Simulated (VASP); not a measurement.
# Si2W3 (Amm2) in VASP: further runs

Runs on Si2W3. Level: PBE. Tasks: single point.

Program: VASP 6.6.1. These are calculated values, not measurements. Logs are shortened: lines on timing, memory, paths and dates and some standing lists are left out, and cuts for length are marked.

## 1. The cell of the first run

It takes space group Amm2 (No. 38, orthorhombic). The conventional cell has a = 3.312 Å, b = 9.376 Å, c = 9.376 Å, α = 90.00°, β = 90.00°, γ = 90.00°. Within 3.4 Å of Si (site symmetry mm2) lie 3 Si at 2.52 to 3.31 Å and 8 W at 2.55 to 2.59 Å. Within 3.4 Å of Si (site symmetry mm2) lie 3 Si at 2.52 to 3.31 Å and 8 W at 2.53 to 2.57 Å. Within 3.4 Å of Si (site symmetry m) lie 3 Si at 2.52 to 3.31 Å and 8 W at 2.55 to 2.61 Å. Within 3.4 Å of W (site symmetry m) lie 4 Si at 2.56 to 2.61 Å and 10 W at 2.99 to 3.31 Å. W (site symmetry mm2) has 6 Si at 2.53 to 2.58 Å and 11 W at 2.99 to 3.53 Å within 3.6 Å. Within 3.6 Å of W (site symmetry mm2) lie 6 Si at 2.55 to 2.57 Å and 11 W at 2.99 to 3.53 Å. W (site symmetry m) has 6 Si at 2.55 to 2.57 Å and 11 W at 2.99 to 3.53 Å within 3.6 Å.

## 2. Single point, PBE

The input, INCAR:

```
ALGO = Fast
EDIFF = 1E-7
ENCUT = 520
GGA = PE
ISIF = 2
ISMEAR = 0
LASPH = True
LCHARG = False
LREAL = False
LWAVE = False
NBANDS = 61
NELM = 100
PREC = Accurate
SIGMA = 0.15
```

The input, KPOINTS:

```
k-points
0
Gamma
  6 6 12
```

The input, POSCAR:

```
Si2W3
1.0
    6.6300342967      0.0000000000      0.0000000000
    0.0000000000      6.6300342967      0.0000000000
    0.0000000000      0.0000000000      3.3123213826
Si W
4 6
Direct
    0.1315666872      0.6315666872      0.0000000000
    0.8631007100      0.3631007100      0.0000000000
    0.6315666872      0.8631007100      0.0000000000
    0.3631007100      0.1315666872      0.0000000000
    0.5000000000      0.5000000000      0.0000000000
    0.0000000000      0.0000000000      0.0000000000
    0.6595119696      0.1595119696      0.5000000000
    0.3404880304      0.8404880304      0.5000000000
    0.1595119696      0.3404880304      0.5000000000
    0.8404880304      0.6595119696      0.5000000000
```

Potentials or basis: VASP PAW PBE potentials, release 64 (Si, W_sv).

Command:

```console
> cat potpaw_PBE.64/Si/POTCAR potpaw_PBE.64/W_sv/POTCAR > POTCAR
> mpirun -np 1 vasp_std > vasp.out
```

OUTCAR:

```text
EDIFF = 1E-7
   ENCUT = 520
   GGA = PE
   ISIF = 2
   ISMEAR = 0
   LASPH = True
   LREAL = False
   NELM = 100
   PREC = Accurate

 ion  position               nearest neighbor table
   1  0.132  0.632  0.000-   2 2.52   9 2.55  10 2.55   9 2.55  10 2.55   8 2.57   8 2.57   5 2.59
                             6 2.59
   2  0.863  0.363  0.000-   1 2.52   7 2.53   7 2.53   5 2.57   6 2.57  10 2.57   9 2.57   9 2.57
                            10 2.57
   3  0.632  0.863  0.000-   4 2.52  10 2.55  10 2.55   8 2.55   8 2.55   5 2.56   7 2.58   7 2.58
                             6 2.61
   4  0.363  0.132  0.000-   3 2.52   9 2.55   9 2.55   8 2.55   8 2.55   6 2.56   7 2.58   7 2.58
                             5 2.61
   5  0.500  0.500  0.000-   3 2.56   2 2.57   1 2.59   4 2.61   7 2.99   8 2.99   9 2.99  10 2.99
                             7 2.99   8 2.99   9 2.99  10 2.99
   6  0.000  0.000  0.000-   4 2.56   2 2.57   1 2.59   3 2.61   7 2.99   8 2.99   9 2.99  10 2.99
                             7 2.99   8 2.99   9 2.99  10 2.99
   7  0.660  0.160  0.500-   2 2.53   2 2.53   4 2.58   3 2.58   3 2.58   4 2.58   8 2.99   5 2.99
                             6 2.99   5 2.99   6 2.99
   8  0.340  0.840  0.500-   3 2.55   4 2.55   3 2.55   4 2.55   1 2.57   1 2.57   7 2.99   5 2.99
                             6 2.99   5 2.99   6 2.99
   9  0.160  0.340  0.500-   4 2.55   4 2.55   1 2.55   1 2.55   2 2.57   2 2.57  10 2.99   5 2.99
                             6 2.99   5 2.99   6 2.99
  10  0.840  0.660  0.500-   3 2.55   3 2.55   1 2.55   1 2.55   2 2.57   2 2.57   9 2.99   5 2.99
                             6 2.99   5 2.99   6 2.99

  LATTYP: Found a simple tetragonal cell.
 ALAT       =     6.6300342967
 C/A-ratio  =     0.4995934009

  Lattice vectors:

 A1 = (   6.6300342967,   0.0000000000,   0.0000000000)
 A2 = (   0.0000000000,   6.6300342967,   0.0000000000)
 A3 = (   0.0000000000,   0.0000000000,   3.3123213826)

Analysis of symmetry for initial positions (statically):
=====================================================================
 Subroutine PRICEL returns:
 Original cell was already a primitive cell.

 Routine SETGRP: Setting up the symmetry group for a
 simple tetragonal supercell.

 Subroutine GETGRP returns: Found  4 space group operations
 (whereof  2 operations were pure point group operations)
 out of a pool of 16 trial point group operations.

The static configuration has the point symmetry C_1h.
 The point group associated with its full space group is C_2v.

Analysis of symmetry for dynamics (positions and initial velocities):
=====================================================================
 Subroutine PRICEL returns:
 Original cell was already a primitive cell.

 Routine SETGRP: Setting up the symmetry group for a
 simple tetragonal supercell.

 Subroutine GETGRP returns: Found  4 space group operations
 (whereof  2 operations were pure point group operations)
 out of a pool of 16 trial point group operations.

The dynamic configuration has the point symmetry C_1h.
 The point group associated with its full space group is C_2v.

 Subroutine INISYM returns: Found  4 space group operations
 (whereof  2 operations are pure point group operations),
 and found     1 'primitive' translations

----------------------------------------------------------------------------------------

                                     Primitive cell

  volume of cell :     145.6009

  direct lattice vectors                    reciprocal lattice vectors
     6.630034297  0.000000000  0.000000000     0.150828782  0.000000000  0.000000000
     0.000000000  6.630034297  0.000000000     0.000000000  0.150828782  0.000000000
     0.000000000  0.000000000  3.312321383     0.000000000  0.000000000  0.301903072

  length of vectors
     6.630034297  6.630034297  3.312321383     0.150828782  0.150828782  0.301903072

  position of ions in fractional coordinates (direct lattice)
     0.131566687  0.631566687  0.000000000
     0.863100710  0.363100710  0.000000000
     0.631566687  0.863100710  0.000000000
     0.363100710  0.131566687  0.000000000
     0.500000000  0.500000000  0.000000000
     0.000000000  0.000000000  0.000000000
     0.659511970  0.159511970  0.500000000
     0.340488030  0.840488030  0.500000000
     0.159511970  0.340488030  0.500000000
     0.840488030  0.659511970  0.500000000

  ion indices of the primitive-cell ions
   primitive index   ion index
                 1           1
                 2           2
                 3           3
                 4           4
                 5           5
                 6           6
                 7           7
                 8           8
                 9           9
                10          10

----------------------------------------------------------------------------------------

 KPOINTS: k-points

Automatic generation of k-mesh.
 Grid dimensions read from file:
 generate k-points for:    6    6   12

 Generating k-lattice:

  Cartesian coordinates                     Fractional coordinates (reciprocal lattice)
     0.025138130  0.000000000  0.000000000     0.166666667  0.000000000  0.000000000
     0.000000000  0.025138130  0.000000000     0.000000000  0.166666667  0.000000000
     0.000000000  0.000000000  0.025158589     0.000000000  0.000000000  0.083333333

  Length of vectors
     0.025138130  0.025138130  0.025158589

  Shift w.r.t. Gamma in fractional coordinates (k-lattice)
     0.000000000  0.000000000  0.000000000

 Subroutine IBZKPT returns following result:
 ===========================================

 Found     91 irreducible k-points:

 Following reciprocal coordinates:
            Coordinates               Weight
  0.000000  0.000000  0.000000      1.000000
  0.166667  0.000000  0.000000      4.000000
  0.333333  0.000000  0.000000      4.000000
  0.500000  0.000000  0.000000      2.000000
  0.166667  0.166667  0.000000      2.000000
 -0.166667  0.166667  0.000000      2.000000
[... 16 lines left out ...]
  0.333333  0.333333  0.083333      4.000000
 -0.333333  0.333333  0.083333      4.000000
 [... further k-points ...]
   k-points           NKPTS =     91   k-points in BZ     NKDIM =     91   number of bands    NBANDS=     61
   number of dos      NEDOS =    301   number of ions     NIONS =     10
   total plane-waves  NPLWV =  70000
   dimension x,y,z NGX =    50 NGY =   50 NGZ =   28
   dimension x,y,z NGXF=   100 NGYF=  100 NGZF=   56
   ions per type =               4   6
   NGX,Y,Z   is equivalent  to a cutoff of  12.54, 12.54, 14.05 a.u.
   NGXF,Y,Z  is equivalent  to a cutoff of  25.07, 25.07, 28.11 a.u.
 SYSTEM =  unknown system
   PREC   = accura    normal or accurate (medium, high low for compatibility)
   ISTART =      0    job   : 0-new  1-cont  2-samecut
   ICHARG =      2    charge: 1-file 2-atom 10-const
   ISPIN  =      1    spin polarized calculation?
   LNONCOLLINEAR =      F non collinear calculations
   LSORBIT =      F    spin-orbit coupling
   LASPH  =      T    aspherical Exc in radial PAW
   ENCUT  =  520.0 eV  38.22 Ry    6.18 a.u.  12.33 12.33  6.16*2*pi/ulx,y,z
   NELM   =    100;   NELMIN=  2; NELMDL= -5     # of ELM steps
   EDIFF  = 0.1E-06   stopping-criterion for ELM
   LREAL  =      F    real-space projection
   EDIFFG = 0.1E-05   stopping-criterion for IOM
   NSW    =      0    number of steps for IOM
   IBRION =     -1    ionic relax: 0-MD 1-quasi-New 2-CG
   NFREE  =      0    steps in history (QN), initial steepest desc. (CG)
   ISIF   =      2    stress and relaxation
   ISYM   =      2    0-nonsym 1-usesym 2-fastsym
   POTIM  = 0.5000    time-step for ionic-motion
   TEBEG  =    0.0;   TEEND  =   0.0 temperature during run
   PSTRESS=    0.0 pullay stress
   NELECT =     100.0000    total number of electrons
   NUPDOWN=      -1.0000    fix difference up-down
   EMIN   =  10.00;   EMAX   =-10.00  energy-range for DOS
   EFERMI =   0.00;   METHOD = LEGACY
   ISMEAR =     0;   SIGMA  =   0.15  broadening in eV -4-tet -1-fermi 0-gaus
   EFERMI_NEDOS =   21; number of points for ismear=-14 and -15
   IALGO  =     68    algorithm
   IMIX   =      4    mixing-type and parameters
     AMIX     =   0.40;   BMIX     =  1.00
     AMIX_MAG =   1.60;   BMIX_MAG =  1.00
  volume/ion in A,a.u.               =      14.56        98.26
  Fermi-wavevector in a.u.,A,eV,Ry     =   1.444398  2.729516 28.385632  2.086285
  Thomas-Fermi vector in A             =   2.562697
   LORBIT       =      0    0 simple, 1 ext, 2 COOP (PROOUT), +10 PAW based schemes
   GGA     = PE    functional components
   LHFCALC =     F    Hartree Fock is set to
   AEXX    =    0.0000 exact exchange contribution
   IVDW    =     0    specifies the selected vdW correction
   LEPSILON=     F    determine dielectric tensor
   LRPA    =     F    only Hartree local field effects (RPA)
 non-spin polarized calculation
 RMM-DIIS sequential band-by-band and
 Gauss-broadening in eV      SIGMA  =   0.15
  energy-cutoff  :      520.00
  volume of cell :      145.60
 maximum number of plane-waves:      3945
 NGX is ok and might be reduce to    50
   NGX = 25   NGY = 25   NGZ = 13

 number of electron     100.0000000 magnetization

 number of electron      99.9999981 magnetization

 Free energy of the ion-electron system (eV)
  ---------------------------------------------------
  ext. energy  EPLUGINS =         0.00000000
  ---------------------------------------------------
  free energy    TOTEN  =       -99.28269235 eV

  energy without entropy =      -99.21797838  energy(sigma->0) =      -99.25033537

 E-fermi :  11.7233     XC(G=0): -12.9453

 val. band max:       11.7216827773   @ k =   0.5000   0.5000   0.0000
 cond. band min:      11.7308126331   @ k =   0.5000   0.5000   0.0000
 fundamental gap:      0.0091298558
 Fermi energy:        11.7232899134

 k-point     1 :       0.0000    0.0000    0.0000
  band No.  band energies     occupation
      1     -62.6498      2.00000
      2     -62.6439      2.00000
      3     -62.6355      2.00000
      4     -62.6337      2.00000
      5     -62.3614      2.00000
      6     -62.3589      2.00000
[... 1525 lines left out ...]
     60      13.1665      0.00000
     61      14.5337      0.00000

 [... further k-points ...]
[... 5 lines left out ...]
  --------------------------------------------------------------------------------------
  -------------------------------------------------------------------------------------
  Total        0.1426744      0.1426744      0.3638913      0.0022606      0.0000000      0.0000000
  in kB        1.5699744      1.5699744      4.0042227      0.0248756      0.0000000      0.0000000
  external PRESSURE =       2.3813905 kB  Pullay stress =       0.0000000 kB

 VOLUME and BASIS-vectors are now :
 -----------------------------------------------------------------------------
  energy-cutoff  :      520.00
  volume of cell :      145.60
      direct lattice vectors                 reciprocal lattice vectors
     6.630034297  0.000000000  0.000000000     0.150828782  0.000000000  0.000000000
     0.000000000  6.630034297  0.000000000     0.000000000  0.150828782  0.000000000
     0.000000000  0.000000000  3.312321383     0.000000000  0.000000000  0.301903072

 POSITION                                       TOTAL-FORCE (eV/Angst)
 -----------------------------------------------------------------------------------
      0.87229      4.18731      0.00000         0.195821      0.195821      0.000000
      5.72239      2.40737      0.00000         0.194892      0.194892      0.000000
      4.18731      5.72239      0.00000         0.241155      0.235531      0.000000
      2.40737      0.87229      0.00000         0.235531      0.241155      0.000000
      3.31502      3.31502      0.00000        -0.172652     -0.203767      0.000000
      0.00000      0.00000      0.00000        -0.203767     -0.172652      0.000000
      4.37259      1.05757      1.65616        -0.189948     -0.189948      0.000000
      2.25745      5.57246      1.65616        -0.214527     -0.214527      0.000000
      1.05757      2.25745      1.65616        -0.028741     -0.057763      0.000000
      5.57246      4.37259      1.65616        -0.057763     -0.028741      0.000000
 -----------------------------------------------------------------------------------
    total drift:                                0.000013      0.000013      0.000000

  FREE ENERGIE OF THE ION-ELECTRON SYSTEM (eV)
  ---------------------------------------------------
  free  energy   TOTEN  =       -99.2826923496 eV

  energy  without entropy=      -99.2179783806  energy(sigma->0) =      -99.25033537
```

Run time: 9.7 min. Hardware: 1 thread of Intel Xeon 6975P-C (Granite Rapids), shared host; peak memory 0.63 GiB.

What came out:

```yaml
Free_energy: -99.2827 eV
Pressure: 0.2 GPa
Largest_force: 0.337 eV/Å
Band_gap_on_the_k_mesh: zero (bands 50 and 51 overlap by 1.66 eV)
```

Forces in eV/Å, atoms in the order of the input:
```
Si   0.196  0.196  0.000
Si   0.195  0.195  0.000
Si   0.241  0.236  0.000
Si   0.236  0.241  0.000
W   -0.173 -0.204  0.000
W   -0.204 -0.173  0.000
W   -0.190 -0.190  0.000
W   -0.215 -0.215  0.000
W   -0.029 -0.058  0.000
W   -0.058 -0.029  0.000
```

Caveat: the cell differs from its parent crystal (all Si atoms moved +0.025 Å, as atom 1 towards its neighbour atom 2 (Si) at 2.517 Å); spin-orbit coupling is left out, which moves the levels of the heavy elements.

(Continued in part 2 of 2.)
